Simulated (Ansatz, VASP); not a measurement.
**Two plane-wave programs on CdS**

```
Cd S
1.0
     0.00000    2.87843    2.87843
     2.87843    0.00000    2.87843
     2.87843    2.87843    0.00000
Cd S
1 1
Direct
  0.00000 0.00000 0.00000
  0.25000 0.25000 0.25000
```

Alike in both runs: functional LDA; k mesh 8 × 8 × 8; occupations fermi-dirac, width 0.02 eV; no spin polarisation.

Ansatz relaxed the structure, and its values are those at the end. VASP's run is a single point on that final structure, the one shown.

|  | VASP | Ansatz |
| --- | --- | --- |
| version | VASP 6.6.1 | Ansatz 0.2.0 |
| potentials or method | VASP PAW LDA potentials, release 64 (Cd, S), cutoff 520 eV | PAW plane waves |
| valence electrons in the cell | 18 | 26 |

```tsv
	VASP	Ansatz	Ansatz less VASP
gap on the k mesh at the Fermi level (eV)	0.98	0.95	-0.030
pressure (GPa)	0.5	0.0	-0.54
```

Ansatz warns that its potentials were made for another functional, while VASP's fit it. LDA's correlation is that of Perdew and Zunger in VASP and of Perdew and Wang (1992) in Ansatz. VASP's potentials hold 18 valence electrons a cell and Ansatz's 26, so a difference there can come from the potentials and not from the codes.
